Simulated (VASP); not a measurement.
# Lu2Sc3N (P6/mmm) in VASP: single point with PBE

Aim: the single point of Lu2Sc3N with PBE.

Everything below comes from runs of VASP 6.6.1. Logs are shortened: lines on timing, memory, paths and dates and some standing lists are left out, and cuts for length are marked.

### Step 1. The cell of the first run

Symmetry: P6/mmm, No. 191, hexagonal system. Conventional cell: a = 5.645 Å, b = 5.645 Å, c = 5.820 Å, α = 90.00°, β = 90.00°, γ = 120.00°. Within 4.3 Å of Lu (site symmetry -6m2) lie 3 Lu at 3.26 Å and 3 N at 3.26 Å and 6 Sc at 3.34 Å. Within 3.7 Å of Sc (site symmetry mmm) lie 4 Sc at 2.82 Å and 4 Lu at 3.34 Å. Within 4.3 Å of N (site symmetry 6/mmm) lie 6 Lu at 3.26 Å and 12 Sc at 4.05 Å.

The cell was generated, and may not be a known phase.

### Step 2. Single point, PBE

INCAR reads:

```
PREC     = Accurate       # precision mode
ENCUT    = 520            # plane-wave cutoff, eV
EDIFF    = 1E-7           # SCF threshold, eV
ISMEAR   = 0              # smearing method
SIGMA    = 0.1            # smearing width, eV
LREAL    = F              # projectors in reciprocal space
LASPH    = T              # aspherical terms in the spheres
NELM     = 80             # most SCF steps
ALGO     = Normal         # electronic algorithm
ISIF     = 2              # what is computed and relaxed
LWAVE    = F              # write WAVECAR
LCHARG   = F              # write CHGCAR
GGA      = PE             # functional
NBANDS   = 53             # bands
```

KPOINTS reads:

```
Automatic mesh
0
Gamma
  12 12 8
```

POSCAR reads:

```
Lu2Sc3N
1.0
    5.6448781189      0.0000000000      0.0000000000
   -2.8224390594      4.8886078522      0.0000000000
    0.0000000000      0.0000000000      5.8202901865
Lu Sc N
2 3 1
Direct
    0.3333333333      0.6666666667      0.0000000000
    0.6666666667      0.3333333333      0.0000000000
    0.5000000000      0.0000000000      0.5000000000
    0.5000000000      0.5000000000      0.5000000000
    0.0000000000      0.5000000000      0.5000000000
    0.0000000000      0.0000000000      0.0000000000
```

Potentials or basis: VASP PAW PBE potentials, release 64 (Lu, Sc_sv, N).

Launch:

```bash
cat potpaw_PBE.64/Lu/POTCAR potpaw_PBE.64/Sc_sv/POTCAR potpaw_PBE.64/N/POTCAR > POTCAR
mpirun -np 1 vasp_std > vasp.out
```

OUTCAR:

```text
PREC = Accurate
   ENCUT = 520
   EDIFF = 1E-7
   ISMEAR = 0
   LREAL = F
   LASPH = T
   NELM = 80
   ISIF = 2
   GGA = PE

 ion  position               nearest neighbor table
   1  0.333  0.667  0.000-   2 3.26   2 3.26   2 3.26   3 3.34   3 3.34   5 3.34   5 3.34   4 3.34
                             4 3.34
   2  0.667  0.333  0.000-   1 3.26   1 3.26   1 3.26   3 3.34   3 3.34   5 3.34   5 3.34   4 3.34
                             4 3.34
   3  0.500  0.000  0.500-   4 2.82   4 2.82   5 2.82   5 2.82   1 3.34   2 3.34   1 3.34   2 3.34

   4  0.500  0.500  0.500-   3 2.82   3 2.82   5 2.82   5 2.82   1 3.34   2 3.34   1 3.34   2 3.34

   5  0.000  0.500  0.500-   3 2.82   3 2.82   4 2.82   4 2.82   1 3.34   2 3.34   1 3.34   2 3.34

   6  0.000  0.000  0.000-

  LATTYP: Found a hexagonal cell.
 ALAT       =     5.6448781189
 C/A-ratio  =     1.0310745536

  Lattice vectors:

 A1 = (   5.6448781189,   0.0000000000,   0.0000000000)
 A2 = (  -2.8224390594,   4.8886078522,   0.0000000000)
 A3 = (   0.0000000000,   0.0000000000,   5.8202901865)

Analysis of symmetry for initial positions (statically):
=====================================================================
 Subroutine PRICEL returns:
 Original cell was already a primitive cell.

 Routine SETGRP: Setting up the symmetry group for a
 hexagonal supercell.

 Subroutine GETGRP returns: Found 24 space group operations
 (whereof 24 operations were pure point group operations)
 out of a pool of 24 trial point group operations.

The static configuration has the point symmetry D_6h.

Analysis of symmetry for dynamics (positions and initial velocities):
=====================================================================
 Subroutine PRICEL returns:
 Original cell was already a primitive cell.

 Routine SETGRP: Setting up the symmetry group for a
 hexagonal supercell.

 Subroutine GETGRP returns: Found 24 space group operations
 (whereof 24 operations were pure point group operations)
 out of a pool of 24 trial point group operations.

The dynamic configuration has the point symmetry D_6h.

 Subroutine INISYM returns: Found 24 space group operations
 (whereof 24 operations are pure point group operations),
 and found     1 'primitive' translations

----------------------------------------------------------------------------------------

                                     Primitive cell

  volume of cell :     160.6144

  direct lattice vectors                    reciprocal lattice vectors
     5.644878119  0.000000000  0.000000000     0.177151743  0.102278607  0.000000000
    -2.822439059  4.888607852  0.000000000     0.000000000  0.204557213  0.000000000
     0.000000000  0.000000000  5.820290187     0.000000000  0.000000000  0.171812739

  length of vectors
     5.644878119  5.644878119  5.820290187     0.204557213  0.204557213  0.171812739

  position of ions in fractional coordinates (direct lattice)
     0.333333333  0.666666667  0.000000000
     0.666666667  0.333333333  0.000000000
     0.500000000  0.000000000  0.500000000
     0.500000000  0.500000000  0.500000000
     0.000000000  0.500000000  0.500000000
     0.000000000  0.000000000  0.000000000

  ion indices of the primitive-cell ions
   primitive index   ion index
                 1           1
                 2           2
                 3           3
                 4           4
                 5           5
                 6           6

----------------------------------------------------------------------------------------

 KPOINTS: Automatic mesh

Automatic generation of k-mesh.
 Grid dimensions read from file:
 generate k-points for:   12   12    8

 Generating k-lattice:

  Cartesian coordinates                     Fractional coordinates (reciprocal lattice)
     0.014762645  0.008523217  0.000000000     0.083333333  0.000000000  0.000000000
     0.000000000  0.017046434  0.000000000     0.000000000  0.083333333  0.000000000
     0.000000000  0.000000000  0.021476592     0.000000000  0.000000000  0.125000000

  Length of vectors
     0.017046434  0.017046434  0.021476592

  Shift w.r.t. Gamma in fractional coordinates (k-lattice)
     0.000000000  0.000000000  0.000000000

 Subroutine IBZKPT returns following result:
 ===========================================

 Found     95 irreducible k-points:

 Following reciprocal coordinates:
            Coordinates               Weight
  0.000000  0.000000  0.000000      1.000000
  0.083333  0.000000  0.000000      6.000000
  0.166667  0.000000  0.000000      6.000000
  0.250000  0.000000  0.000000      6.000000
  0.333333  0.000000  0.000000      6.000000
  0.416667  0.000000  0.000000      6.000000
[... 16 lines left out ...]
  0.250000  0.000000  0.125000     12.000000
  0.333333  0.000000  0.125000     12.000000
 [... further k-points ...]
   k-points           NKPTS =     95   k-points in BZ     NKDIM =     95   number of bands    NBANDS=     53
   number of dos      NEDOS =    301   number of ions     NIONS =      6
   total plane-waves  NPLWV =  84672
   dimension x,y,z NGX =    42 NGY =   42 NGZ =   48
   dimension x,y,z NGXF=    84 NGYF=   84 NGZF=   96
   ions per type =               2   3   1
   NGX,Y,Z   is equivalent  to a cutoff of  12.37, 12.37, 13.71 a.u.
   NGXF,Y,Z  is equivalent  to a cutoff of  24.74, 24.74, 27.42 a.u.
 SYSTEM =  unknown system
   PREC   = accura    normal or accurate (medium, high low for compatibility)
   ISTART =      0    job   : 0-new  1-cont  2-samecut
   ICHARG =      2    charge: 1-file 2-atom 10-const
   ISPIN  =      1    spin polarized calculation?
   LNONCOLLINEAR =      F non collinear calculations
   LSORBIT =      F    spin-orbit coupling
   LASPH  =      T    aspherical Exc in radial PAW
   ENCUT  =  520.0 eV  38.22 Ry    6.18 a.u.  10.50 10.50 10.82*2*pi/ulx,y,z
   NELM   =     80;   NELMIN=  2; NELMDL= -5     # of ELM steps
   EDIFF  = 0.1E-06   stopping-criterion for ELM
   LREAL  =      F    real-space projection
   EDIFFG = 0.1E-05   stopping-criterion for IOM
   NSW    =      0    number of steps for IOM
   IBRION =     -1    ionic relax: 0-MD 1-quasi-New 2-CG
   NFREE  =      0    steps in history (QN), initial steepest desc. (CG)
   ISIF   =      2    stress and relaxation
   ISYM   =      2    0-nonsym 1-usesym 2-fastsym
   POTIM  = 0.5000    time-step for ionic-motion
   TEBEG  =    0.0;   TEEND  =   0.0 temperature during run
   PSTRESS=    0.0 pullay stress
   NELECT =      88.0000    total number of electrons
   NUPDOWN=      -1.0000    fix difference up-down
   EMIN   =  10.00;   EMAX   =-10.00  energy-range for DOS
   EFERMI =   0.00;   METHOD = LEGACY
   ISMEAR =     0;   SIGMA  =   0.10  broadening in eV -4-tet -1-fermi 0-gaus
   EFERMI_NEDOS =   21; number of points for ismear=-14 and -15
   IALGO  =     38    algorithm
   IMIX   =      4    mixing-type and parameters
     AMIX     =   0.40;   BMIX     =  1.00
     AMIX_MAG =   1.60;   BMIX_MAG =  1.00
  volume/ion in A,a.u.               =      26.77       180.65
  Fermi-wavevector in a.u.,A,eV,Ry     =   1.339597  2.531472 24.415938  1.794521
  Thomas-Fermi vector in A             =   2.467977
   LORBIT       =      0    0 simple, 1 ext, 2 COOP (PROOUT), +10 PAW based schemes
   GGA     = PE    functional components
   LHFCALC =     F    Hartree Fock is set to
   AEXX    =    0.0000 exact exchange contribution
   IVDW    =     0    specifies the selected vdW correction
   LEPSILON=     F    determine dielectric tensor
   LRPA    =     F    only Hartree local field effects (RPA)
 non-spin polarized calculation
 Gauss-broadening in eV      SIGMA  =   0.10
  energy-cutoff  :      520.00
  volume of cell :      160.61
 maximum number of plane-waves:      4354
 NGX is ok and might be reduce to    42
   NGX = 21   NGY = 21   NGZ = 21

 number of electron      87.9999989 magnetization

 Free energy of the ion-electron system (eV)
  ---------------------------------------------------
  ext. energy  EPLUGINS =         0.00000000
  ---------------------------------------------------
  free energy    TOTEN  =       -28.30094441 eV

  energy without entropy =      -28.23064279  energy(sigma->0) =      -28.26579360

 E-fermi :   2.2847     XC(G=0):  -9.5775

 val. band max:        2.2835581046   @ k =   0.3333   0.1667   0.5000
 cond. band min:       2.2852176775   @ k =   0.2500   0.2500   0.3750
 fundamental gap:      0.0016595729
 Fermi energy:         2.2847240871

 k-point     1 :       0.0000    0.0000    0.0000
  band No.  band energies     occupation
      1     -54.4826      2.00000
      2     -54.4508      2.00000
      3     -47.2931      2.00000
      4     -47.1331      2.00000
      5     -47.1331      2.00000
      6     -26.4245      2.00000
[... 45 lines left out ...]
     52       3.4547      0.00000
     53       3.5848      0.00000

 k-point     2 :       0.0833    0.0000    0.0000
  band No.  band energies     occupation
      1     -54.4821      2.00000
      2     -54.4513      2.00000
      3     -47.2907      2.00000
      4     -47.1355      2.00000
      5     -47.1331      2.00000
      6     -26.4117      2.00000
[... 45 lines left out ...]
     52       3.4991      0.00000
     53       3.5421      0.00000

 k-point     3 :       0.1667    0.0000    0.0000
  band No.  band energies     occupation
      1     -54.4807      2.00000
      2     -54.4527      2.00000
      3     -47.2838      2.00000
      4     -47.1427      2.00000
      5     -47.1331      2.00000
      6     -26.3758      2.00000
[... 45 lines left out ...]
     52       3.4389      0.00000
     53       3.6243      0.00000
[... 1065 lines left out ...]
 k-point    23 :       0.2500    0.0000    0.1250
  band No.  band energies     occupation
      1     -54.4785      2.00000
      2     -54.4548      2.00000
      3     -47.2730      2.00000
      4     -47.1537      2.00000
      5     -47.1331      2.00000
      6     -26.3288      2.00000
[... 45 lines left out ...]
     52       3.3905      0.00000
     53       3.8395      0.00000

 k-point    24 :       0.3333    0.0000    0.1250
  band No.  band energies     occupation
      1     -54.4759      2.00000
      2     -54.4575      2.00000
      3     -47.2597      2.00000
      4     -47.1674      2.00000
      5     -47.1331      2.00000
      6     -26.2879      2.00000
[... 45 lines left out ...]
     52       3.5690      0.00000
     53       3.9209      0.00000

 [... further k-points ...]

------------------------ aborting loop because EDIFF is reached ----------------------------------------

  FORCE on cell =-STRESS in cart. coord.  units (eV):
  Direction    XX          YY          ZZ          XY          YZ          ZX
  --------------------------------------------------------------------------------------
  -------------------------------------------------------------------------------------
  Total        0.0339359      0.0339359      0.0221170      0.0000000     -0.0000000      0.0000000
  in kB        0.3385205      0.3385205      0.2206240      0.0000000     -0.0000000      0.0000000
  external PRESSURE =       0.2992217 kB  Pullay stress =       0.0000000 kB

 VOLUME and BASIS-vectors are now :
 -----------------------------------------------------------------------------
  energy-cutoff  :      520.00
  volume of cell :      160.61
      direct lattice vectors                 reciprocal lattice vectors
     5.644878119  0.000000000  0.000000000     0.177151743  0.102278607  0.000000000
    -2.822439059  4.888607852  0.000000000     0.000000000  0.204557213  0.000000000
     0.000000000  0.000000000  5.820290187     0.000000000  0.000000000  0.171812739

 POSITION                                       TOTAL-FORCE (eV/Angst)
 -----------------------------------------------------------------------------------
     -0.00000      3.25907      0.00000         0.000000     -0.000000      0.000000
      2.82244      1.62954      0.00000        -0.000000      0.000000     -0.000000
      2.82244      0.00000      2.91015        -0.000000      0.000000      0.000000
      1.41122      2.44430      2.91015        -0.000000      0.000000      0.000000
     -1.41122      2.44430      2.91015        -0.000000      0.000000      0.000000
      0.00000      0.00000      0.00000        -0.000000      0.000000      0.000000
 -----------------------------------------------------------------------------------
    total drift:                               -0.000000      0.000000      0.000000

  FREE ENERGIE OF THE ION-ELECTRON SYSTEM (eV)
  ---------------------------------------------------
  free  energy   TOTEN  =       -28.3009444059 eV

  energy  without entropy=      -28.2306427871  energy(sigma->0) =      -28.26579360
```

It took 16 min on 1 thread of Intel Xeon Platinum 8488C (Sapphire Rapids), shared host; peak memory 0.8 GiB.

Results:

```
Free energy            : -28.3009 eV
Pressure               : 0.0 GPa
Band gap on the k mesh : zero (bands 44 and 45 overlap by 0.32 eV)
```

Caveat: spin-orbit coupling is left out, which moves the levels of the heavy elements.
